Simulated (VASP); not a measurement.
Here is a VASP 6.6.1 calculation.

File INCAR:

```
SYSTEM = Al
  ALGO = Normal
  EDIFF = 1E-6
  ENCUT = 520
  GGA = PE
  ISIF = 2
  ISMEAR = -1
  LASPH = .TRUE.
  LCHARG = .TRUE.
  LELF = .TRUE.
  LREAL = .FALSE.
  LVHAR = .TRUE.
  LWAVE = .FALSE.
  NBANDS = 10
  NELM = 80
  PREC = Accurate
  SIGMA = 0.05
```

Contents of KPOINTS:

```
k-points
0
G
  7 7 10
  0 0 0
```

The input POSCAR:

```
Al
1.0
    4.4852801699      0.0000000000      0.0000000000
   -2.2426450174      3.8843629359      0.0000000000
    0.0000000000      0.0000000000      2.7167101671
Al
2
Direct
    0.3333300000      0.6666700000      0.5000000000
    0.6666700000      0.3333300000      0.5000000000
```

Potentials or basis: VASP PAW PBE potentials, release 64 (Al).

Launch:

```sh
$ cat potpaw_PBE.64/Al/POTCAR > POTCAR
$ mpirun -np 1 vasp_std > vasp.out
```

(1) Predict the pressure.

(2) Estimate the band gap on the k mesh.

Answers

(1) 1.9 GPa.

(2) zero (band 3 reaches 6.72 eV, above the bottom of band 4 at 3.22 eV).
